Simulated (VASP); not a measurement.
# As: density of states with PBE+D3(BJ)

Sheet: As, a sheet with vacuum.

```xyz
4
Lattice="3.5796 0.0000 0.0000 -1.7898 3.1001 0.0000 0.0000 0.0000 35.3726" Properties=species:S:1:pos:R:3 pbc="T T T"
As    1.7898    1.0334    8.5046
As    0.0000    2.0667    7.1095
As    1.7898    1.0334   12.8905
As    0.0000    2.0667   11.4954
```

* Program: VASP 6.6.1
* Task: density of states
* Functional: PBE
* Dispersion: D3(BJ)
* Potentials or basis: VASP PAW PBE potentials, release 64 (As)
* Cutoff: 520 eV
* k mesh: 12 × 12 × 1
* Occupations: gaussian, width 0.02 eV
* Spin: no spin polarisation
* Dipole correction: yes
* k mesh for the DOS: 18 × 18 × 1
* Occupations for the DOS: tetrahedron
* Further INCAR settings: ALGO = Normal; EDIFF = 1e-06

- Valence electrons inside the program's atomic spheres: As 2.72
- Dispersion energy per atom: -0.282 eV

Levels at points of the mesh, in eV from the valence-band top:
```tsv
k point	band 7	band 8	band 9	band 10	band 11	band 12	band 13	band 14
(0.00, 0.00, 0.00)	-0.58	-0.45	-0.45	-0.18	1.39	2.19	2.98	3.00
(0.50, 0.00, 0.00)	-2.61	-2.53	-2.36	-1.81	1.22	1.33	2.38	3.44
```

Run time: 7.5 min on 1 thread of Intel(R) Xeon(R) Platinum 8375C CPU @ 2.90GHz (Ice Lake), with other jobs on the host, peak memory 0.53 GiB.
